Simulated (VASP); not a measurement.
# MgS: single point with PBE

Crystal: MgS.

```
Mg S
1.0
     0.00000    2.60165    2.73173
     2.60165    0.00000    2.73173
     2.60165    2.60165    0.00000
Mg S
1 1
Direct
  0.00000 0.00000 0.00000
  0.50000 0.50000 0.50000
```

This cell differs from its parent crystal: strain +0.000 along x and y, +0.050 along z.

```
Program                : VASP 6.6.1
Task                   : single point
Functional             : PBE
Potentials or basis    : VASP PAW PBE potentials, release 64 (Mg, S)
Cutoff                 : 520 eV
k mesh                 : 8 × 8 × 8
Occupations            : gaussian, width 0.05 eV
Spin                   : no spin polarisation
Dipole correction      : no
Further INCAR settings : ALGO = Normal; EDIFF = 1e-06; NBANDS = 11
```

```
Pressure               : -2.3 GPa
Band gap on the k mesh : 2.49 eV, indirect (least direct gap 3.22 eV)
```

Stress tensor (GPa, compression positive):
```
-1.08  0.00  0.00
 0.00 -1.08  0.00
 0.00  0.00 -4.65
```

Levels at points of the mesh, in eV from the valence-band top:
| k point | band 1 | band 2 | band 3 | band 4 | band 5 | band 6 | band 7 | band 8 | band 9 |
| --- | --- | --- | --- | --- | --- | --- | --- | --- | --- |
| (0.00, 0.00, 0.00) | -12.53 | -0.19 | -0.19 | 0.00 | 3.22 | 7.55 | 8.04 | 8.04 | 9.83 |
| (0.50, 0.00, 0.00) | -11.34 | -4.70 | -0.73 | -0.60 | 4.33 | 6.54 | 6.98 | 9.47 | 11.77 |
| (0.50, 0.50, 0.00) | -11.13 | -4.09 | -1.57 | -1.57 | 2.73 | 4.52 | 11.06 | 12.49 | 12.99 |
| (0.50, 0.00, 0.50) | -10.95 | -4.06 | -1.97 | -1.56 | 2.49 | 4.37 | 11.57 | 12.03 | 12.54 |

It took 10 s on 1 thread of Intel(R) Xeon(R) 6975P-C (Granite Rapids), on a shared host, peak memory 0.17 GiB.

Caveat: the cell differs from its parent crystal (strain +0.000 along x and y, +0.050 along z). A k mesh can miss the band edges.
